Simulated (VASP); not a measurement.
# Co2PtO5 in VASP: relaxation of the atoms with PBEsol

Aim: the relaxation of the atoms of Co2PtO5 with PBEsol.

Program: VASP 6.6.1. These are calculated values, not measurements. Logs are shortened: lines on timing, memory, paths and dates and some standing lists are left out, and cuts for length are marked.

### 1 The cell of the first run

The cell holds a slab with vacuum, 8 atoms: a = 2.810 Å, b = 2.810 Å, c = 26.825 Å, α = 90.00°, β = 90.00°, γ = 120.00°.

### 2 Relaxation of the atoms, PBEsol

INCAR reads:

```
SYSTEM = Co2PtO5
PREC = Accurate
ENCUT = 520
EDIFF = 1E-6
ISMEAR = 0
SIGMA = 0.1
LREAL = .False.
LASPH = .True.
NELM = 60
ALGO = Normal
ISIF = 2
LWAVE = .False.
LCHARG = .False.
LDIPOL = .True.
IDIPOL = 3
DIPOL = 0.5 0.5 0.486
GGA = PS
IBRION = 2
NSW = 90
EDIFFG = -0.03
```

KPOINTS reads:

```
Automatic mesh
0
Gamma
  12 12 1
  0 0 0
```

POSCAR reads:

```
Co2PtO5
1.0
    2.8101831225      0.0000000000      0.0000000000
   -1.4050915613      2.4336899734      0.0000000000
    0.0000000000      0.0000000000     26.8253249521
O Co Pt
5 2 1
Selective dynamics
Direct
    0.0000000000      0.0000000000      0.3168647543  F F F
    0.6666666667      0.3333333333      0.3886794214  F F F
    0.6666666667      0.3333333333      0.5371958629  T T T
    0.3333333333      0.6666666667      0.6071590844  T T T
    0.0000000000      0.0000000000      0.6466739832  T T T
    0.3333333333      0.6666666667      0.3527720879  F F F
    0.0000000000      0.0000000000      0.5743718371  T T T
    0.6666666667      0.3333333333      0.4629455048  T T T
```

Potentials or basis: VASP PAW PBE potentials, release 64 (O, Co, Pt).

The run is started by

```sh
$ cat potpaw_PBE.64/O/POTCAR potpaw_PBE.64/Co/POTCAR potpaw_PBE.64/Pt/POTCAR > POTCAR
$ mpirun -np 1 vasp_std > vasp.out
```

OUTCAR:

```text
SYSTEM = Co2PtO5
   PREC = Accurate
   ENCUT = 520
   EDIFF = 1E-6
   ISMEAR = 0
   LREAL = .False.
   LASPH = .True.
   NELM = 60
   ISIF = 2
   GGA = PS
   IBRION = 2
   NSW = 90
   EDIFFG = -0.03

 ion  position               nearest neighbor table
   1  0.000  0.000  0.317-   6 1.89   6 1.89   6 1.89
   2  0.667  0.333  0.389-   6 1.89   6 1.89   6 1.89   8 1.99
   3  0.667  0.333  0.537-   7 1.90   7 1.90   7 1.90   8 1.99
   4  0.333  0.667  0.607-   7 1.85   7 1.85   7 1.85   5 1.94   5 1.94   5 1.94
   5  0.000  0.000  0.647-   4 1.94   4 1.94   4 1.94   7 1.94
   6  0.333  0.667  0.353-   2 1.89   2 1.89   2 1.89   1 1.89   1 1.89   1 1.89
   7  0.000  0.000  0.574-   4 1.85   4 1.85   4 1.85   3 1.90   3 1.90   3 1.90   5 1.94
   8  0.667  0.333  0.463-   3 1.99   2 1.99

  LATTYP: Found a hexagonal cell.
 ALAT       =     2.8101831225
 C/A-ratio  =     9.5457569072

  Lattice vectors:

 A1 = (   2.8101831225,   0.0000000000,   0.0000000000)
 A2 = (  -1.4050915613,   2.4336899734,   0.0000000000)
 A3 = (   0.0000000000,   0.0000000000,  26.8253249521)

Analysis of symmetry for initial positions (statically):
=====================================================================
 Subroutine PRICEL returns:
 Original cell was already a primitive cell.

 Routine SETGRP: Setting up the symmetry group for a
 hexagonal supercell.

 Subroutine GETGRP returns: Found  6 space group operations
 (whereof  6 operations were pure point group operations)
 out of a pool of 24 trial point group operations.

The static configuration has the point symmetry C_3v.

Analysis of symmetry for dynamics (positions and initial velocities):
=====================================================================
 Subroutine PRICEL returns:
 Original cell was already a primitive cell.

 Routine SETGRP: Setting up the symmetry group for a
 hexagonal supercell.

 Subroutine GETGRP returns: Found  6 space group operations
 (whereof  6 operations were pure point group operations)
 out of a pool of 24 trial point group operations.

The dynamic configuration has the point symmetry C_3v.

Analysis of constrained symmetry for selective dynamics:
=====================================================================
 Subroutine PRICEL returns:
 Original cell was already a primitive cell.

 Routine SETGRP: Setting up the symmetry group for a
 hexagonal supercell.

 Subroutine GETGRP returns: Found  6 space group operations
 (whereof  6 operations were pure point group operations)
 out of a pool of 24 trial point group operations.

The constrained configuration has the point symmetry C_3v.

 Subroutine INISYM returns: Found  6 space group operations
 (whereof  6 operations are pure point group operations),
 and found     1 'primitive' translations

----------------------------------------------------------------------------------------

                                     Primitive cell

  volume of cell :     183.4615

  direct lattice vectors                    reciprocal lattice vectors
     2.810183122  0.000000000  0.000000000     0.355848696  0.205449341  0.000000000
    -1.405091561  2.433689973  0.000000000     0.000000000  0.410898681  0.000000000
     0.000000000  0.000000000 26.825324952     0.000000000  0.000000000  0.037278206

  length of vectors
     2.810183122  2.810183123 26.825324952     0.410898681  0.410898681  0.037278206

  position of ions in fractional coordinates (direct lattice)
     0.000000000  0.000000000  0.316864754
     0.666666667  0.333333333  0.388679421
     0.666666667  0.333333333  0.537195863
     0.333333333  0.666666667  0.607159084
     0.000000000  0.000000000  0.646673983
     0.333333333  0.666666667  0.352772088
     0.000000000  0.000000000  0.574371837
[... 35 lines left out ...]
 ===========================================

 Found     19 irreducible k-points:

 Following reciprocal coordinates:
            Coordinates               Weight
  0.000000  0.000000  0.000000      1.000000
  0.083333  0.000000  0.000000      6.000000
  0.166667  0.000000  0.000000      6.000000
  0.250000  0.000000  0.000000      6.000000
  0.333333  0.000000  0.000000      6.000000
  0.416667  0.000000  0.000000      6.000000
[... 11 lines left out ...]
  0.333333  0.250000  0.000000     12.000000
  0.333333  0.333333  0.000000      2.000000
   k-points           NKPTS =     19   k-points in BZ     NKDIM =     19   number of bands    NBANDS=     34
   number of dos      NEDOS =    301   number of ions     NIONS =      8
   total plane-waves  NPLWV = 115200
   dimension x,y,z NGX =    24 NGY =   24 NGZ =  200
   dimension x,y,z NGXF=    48 NGYF=   48 NGZF=  400
   ions per type =               5   2   1
   NGX,Y,Z   is equivalent  to a cutoff of  14.20, 14.20, 12.39 a.u.
   NGXF,Y,Z  is equivalent  to a cutoff of  28.40, 28.40, 24.79 a.u.
 SYSTEM =  Co2PtO5
   PREC   = accura    normal or accurate (medium, high low for compatibility)
   ISTART =      0    job   : 0-new  1-cont  2-samecut
   ICHARG =      2    charge: 1-file 2-atom 10-const
   ISPIN  =      1    spin polarized calculation?
   LNONCOLLINEAR =      F non collinear calculations
   LSORBIT =      F    spin-orbit coupling
   LASPH  =      T    aspherical Exc in radial PAW
   ENCUT  =  520.0 eV  38.22 Ry    6.18 a.u.   5.23  5.23 49.88*2*pi/ulx,y,z
   NELM   =     60;   NELMIN=  2; NELMDL= -5     # of ELM steps
   EDIFF  = 0.1E-05   stopping-criterion for ELM
   LREAL  =      F    real-space projection
   EDIFFG = -.3E-01   stopping-criterion for IOM
   NSW    =     90    number of steps for IOM
   IBRION =      2    ionic relax: 0-MD 1-quasi-New 2-CG
   NFREE  =      1    steps in history (QN), initial steepest desc. (CG)
   ISIF   =      2    stress and relaxation
   ISYM   =      2    0-nonsym 1-usesym 2-fastsym
   POTIM  = 0.5000    time-step for ionic-motion
   TEBEG  =    0.0;   TEEND  =   0.0 temperature during run
   PSTRESS=    0.0 pullay stress
   NELECT =      58.0000    total number of electrons
   NUPDOWN=      -1.0000    fix difference up-down
   EMIN   =  10.00;   EMAX   =-10.00  energy-range for DOS
   EFERMI =   0.00;   METHOD = LEGACY
   ISMEAR =     0;   SIGMA  =   0.10  broadening in eV -4-tet -1-fermi 0-gaus
   EFERMI_NEDOS =   21; number of points for ismear=-14 and -15
   IALGO  =     38    algorithm
   IMIX   =      4    mixing-type and parameters
     AMIX     =   0.40;   BMIX     =  1.00
     AMIX_MAG =   1.60;   BMIX_MAG =  1.00
  volume/ion in A,a.u.               =      22.93       154.76
  Fermi-wavevector in a.u.,A,eV,Ry     =   1.115242  2.107502 16.922453  1.243765
  Thomas-Fermi vector in A             =   2.251845
   LORBIT       =      0    0 simple, 1 ext, 2 COOP (PROOUT), +10 PAW based schemes
   GGA     = PS    functional components
   LHFCALC =     F    Hartree Fock is set to
   AEXX    =    0.0000 exact exchange contribution
   IVDW    =     0    specifies the selected vdW correction
   LEPSILON=     F    determine dielectric tensor
   LRPA    =     F    only Hartree local field effects (RPA)
 conjugate gradient relaxation of ions
 non-spin polarized calculation
 Gauss-broadening in eV      SIGMA  =   0.10
  energy-cutoff  :      520.00
  volume of cell :      183.46
 maximum number of plane-waves:      4976
 NGX is ok and might be reduce to    24
   NGX = 11   NGY = 11   NGZ = 99

--------------------------------------- Ionic step        1  -------------------------------------------

 number of electron      58.0000003 magnetization

 Free energy of the ion-electron system (eV)
  ---------------------------------------------------
  ext. energy  EPLUGINS =         0.00000000
  ---------------------------------------------------
  free energy    TOTEN  =       -50.78173461 eV

  energy without entropy =      -50.72598893  energy(sigma->0) =      -50.75386177

------------------------ aborting loop because EDIFF is reached ----------------------------------------

  FORCE on cell =-STRESS in cart. coord.  units (eV):
  Direction    XX          YY          ZZ          XY          YZ          ZX
  --------------------------------------------------------------------------------------
  -------------------------------------------------------------------------------------
  Total        6.1052840      6.1052840      0.4560889     -0.0000000      0.0000000     -0.0000000
  in kB       53.3177223     53.3177223      3.9830450     -0.0000000      0.0000000     -0.0000000
  external PRESSURE =      36.8728299 kB  Pullay stress =       0.0000000 kB
[... 107 lines left out ...]
  FREE ENERGIE OF THE ION-ELECTRON SYSTEM (eV)
  ---------------------------------------------------
  free  energy   TOTEN  =       -50.8371911955 eV

  energy  without entropy=      -50.7829488399  energy(sigma->0) =      -50.81007002

 vacuum level on the upper side and lower side of the slab       (xc-potential included)        -0.048        -0.345

 dipolmoment           0.000000      0.000000     -0.016102 electrons x Angstroem

[... ionic steps 4 to 14 ...]

--------------------------------------- Ionic step       15  -------------------------------------------

 number of electron      58.0000016 magnetization

------------------------ aborting loop because EDIFF is reached ----------------------------------------
[... 79 lines left out ...]
--------------------------------------- Ionic step       17  -------------------------------------------

 number of electron      58.0000016 magnetization

 dipolmoment           0.000000      0.000000      0.022844 electrons x Angstroem

 Free energy of the ion-electron system (eV)
  ---------------------------------------------------
  ext. energy  EPLUGINS =         0.00000000
  ---------------------------------------------------
  free energy    TOTEN  =       -50.89168258 eV

  energy without entropy =      -50.84218077  energy(sigma->0) =      -50.86693167

 E-fermi :  -2.0275     XC(G=0):  -5.5812

 val. band max:       -2.0350527569   @ k =   0.5000   0.0000   0.0000
 cond. band min:      -2.0219574140   @ k =   0.0833   0.0000   0.0000
 fundamental gap:      0.0130953428
 Fermi energy:        -2.0275293170

 k-point     1 :       0.0000    0.0000    0.0000
  band No.  band energies     occupation
      1     -23.5108      2.00000
      2     -22.6341      2.00000
      3     -21.5659      2.00000
      4     -20.0917      2.00000
      5     -18.1749      2.00000
      6     -10.4837      2.00000
[... 692 lines left out ...]
     33      -0.3242      0.00000
     34      -0.2500      0.00000

------------------------ aborting loop because EDIFF is reached ----------------------------------------

 vacuum level on the upper side and lower side of the slab       (xc-potential included)         0.196        -0.389

  FORCE on cell =-STRESS in cart. coord.  units (eV):
  Direction    XX          YY          ZZ          XY          YZ          ZX
  --------------------------------------------------------------------------------------
  -------------------------------------------------------------------------------------
  Total        2.4205300      2.4205300     -1.0518050     -0.0000000      0.0000000     -0.0000000
  in kB       21.1385984     21.1385984     -9.1854608     -0.0000000      0.0000000     -0.0000000
  external PRESSURE =      11.0305787 kB  Pullay stress =       0.0000000 kB
[... 23 lines left out ...]
  FREE ENERGIE OF THE ION-ELECTRON SYSTEM (eV)
  ---------------------------------------------------
  free  energy   TOTEN  =       -50.8916825807 eV

  energy  without entropy=      -50.8421807690  energy(sigma->0) =      -50.86693167

 reached required accuracy - stopping structural energy minimisation

 vacuum level on the upper side and lower side of the slab         6.192         5.596
```

It took 36 min on 1 thread of Intel Xeon Platinum 8488C (Sapphire Rapids), shared host; peak memory 0.42 GiB.

What came out:

```
Free energy               : -50.8917 eV
Energy gained by relaxing : 13.7 meV/atom
Ionic steps               : 17
Band gap on the k mesh    : zero (bands 29 and 30 overlap by 0.10 eV)
```

Step by step:
```tsv
step	energy change (eV)	largest force on free atoms (eV/Å)	pressure (GPa)
1	0.0000	0.9115	3.69
2	-0.0548	0.6027	3.75
3	-0.0555	0.6170	3.76
4	-0.0789	0.4040	3.25
5	-0.0866	0.6293	2.77
6	-0.0999	0.1535	2.30
7	-0.1009	0.1151	2.20
8	-0.1019	0.1041	2.14
9	-0.1043	0.1146	1.88
10	-0.1052	0.3248	1.44
11	-0.1055	0.2596	1.59
12	-0.1062	0.2231	1.55
13	-0.1077	0.1343	1.42
14	-0.1082	0.2820	1.21
15	-0.1084	0.2323	1.25
16	-0.1093	0.1483	1.20
17	-0.1099	0.0224	1.10
```

Final structure:
```yaml
crystal:
  lattice:
    - [2.81018, 0.00000, 0.00000]
    - [-1.40509, 2.43369, 0.00000]
    - [0.00000, 0.00000, 26.82532]
  atoms:
    - { symbol: O, position: [0.00000, 0.00000, 0.31686] }
    - { symbol: O, position: [0.66667, 0.33333, 0.38868] }
    - { symbol: O, position: [0.66667, 0.33333, 0.53701] }
    - { symbol: O, position: [0.33333, 0.66667, 0.60660] }
    - { symbol: O, position: [0.00000, 0.00000, 0.65618] }
    - { symbol: Co, position: [0.33333, 0.66667, 0.35277] }
    - { symbol: Co, position: [0.00000, 0.00000, 0.57608] }
    - { symbol: Pt, position: [0.66667, 0.33333, 0.46282] }
```

Levels at points of the mesh, in eV from the Fermi level:
```csv
k point,band 25,band 26,band 27,band 28,band 29,band 30,band 31,band 32,band 33,band 34
"(0.00, 0.00, 0.00)",-1.00,-0.81,-0.81,-0.32,-0.02,0.17,0.17,2.09,2.09,2.51
"(0.50, 0.00, 0.00)",-0.69,-0.60,-0.36,-0.18,-0.01,0.43,0.70,1.55,1.90,2.35
```

Caveat: the PAW data sets were made with another functional, which shifts forces and pressure a little; spin-orbit coupling is left out, which moves the levels of the heavy elements; the run has no spin polarisation, though such a crystal can be magnetic; semilocal functionals often make such compounds metallic where correlation or magnetic order opens a gap, which also shifts bond lengths.
